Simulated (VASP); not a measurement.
Runs of VASP 6.6.1 on Nb2Si2O. The structure is that of space group P4/mmm (No. 123), or close to it. The cells are those of the table. The cell was built from a structure type or drawn by symmetry, and may not be a known phase.

```tsv
task	spin	cell	k mesh	cutoff (eV)	gap on the mesh (eV)	pressure (GPa)	relaxed volume (Å³/atom)
single point	off	a = 4.629, b = 4.629, c = 4.500 Å, 5 atoms	4 × 4 × 4	520	none	-0.2	-
single point	collinear	a = 4.440, b = 4.440, c = 5.910 Å, 5 atoms	4 × 4 × 4	520	none	3.9	-
relaxation of cell and atoms	off	relaxed from a = 4.629, b = 4.629, c = 4.500 Å, 5 atoms	8 × 8 × 8	600	none	0.0	19.24
relaxation of cell and atoms	off	relaxed from a = 4.440, b = 4.440, c = 5.910 Å, 5 atoms	4 × 4 × 4	600	none	-0.2	(a)
single point	off	a = 4.629, b = 4.629, c = 4.499 Å, 5 atoms	8 × 8 × 8	520	none	-0.2	-
single point	off	a = 4.440, b = 4.440, c = 5.910 Å, 5 atoms	4 × 4 × 4	520	none	3.9	-
```

Alike in all rows: level PBE; potentials or basis VASP PAW PBE potentials, release 64 (Nb_sv, Si, O); smearing gaussian 0.1 eV.

Fill in the values left out.

(a) 19.27.

Caveats: the cell stands under pressure (at least some runs); the volume moved by over 15 % at a fixed basis, so the end points are rough (at least some runs).

A k mesh can miss the band edges, and the runs leave out spin-orbit coupling on Nb.

A gap of «none» marks levels without a gap at the run's occupations.
